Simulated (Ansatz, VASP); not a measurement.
One calculation of InH, two programs

```xyz
2
Lattice="1.7642 1.0186 2.9490 -1.7642 1.0186 2.9490 0.0000 -2.0371 2.9490" Properties=species:S:1:pos:R:3 pbc="T T T"
In    0.0000    0.0000    0.0000
H     0.0000    0.0000    4.4235
```

Alike in both runs: functional PBE; k mesh 18 × 18 × 18; occupations gaussian, width 0.1 eV; no spin polarisation.

Ansatz relaxed the structure, and its values are those at the end. VASP's run is a single point on that final structure, the one shown.

|  | VASP | Ansatz |
| --- | --- | --- |
| version | VASP 6.6.1 | Ansatz 0.2.0 |
| potentials or method | VASP PAW PBE potentials, release 64 (In_d, H), cutoff 520 eV | scalar-relativistic, plane waves, PAW |
| valence electrons in the cell | 14 | 14 |

|  | VASP | Ansatz | Ansatz less VASP |
| --- | --- | --- | --- |
| gap on the k mesh at the Fermi level (eV) | none | none | - |
| pressure (GPa) | -0.1 | 0.0 | +0.07 |

A gap of «none» marks a metal or a gap that the smearing closes. The functional is the same, so the differences come from potentials, cutoffs and numerics.
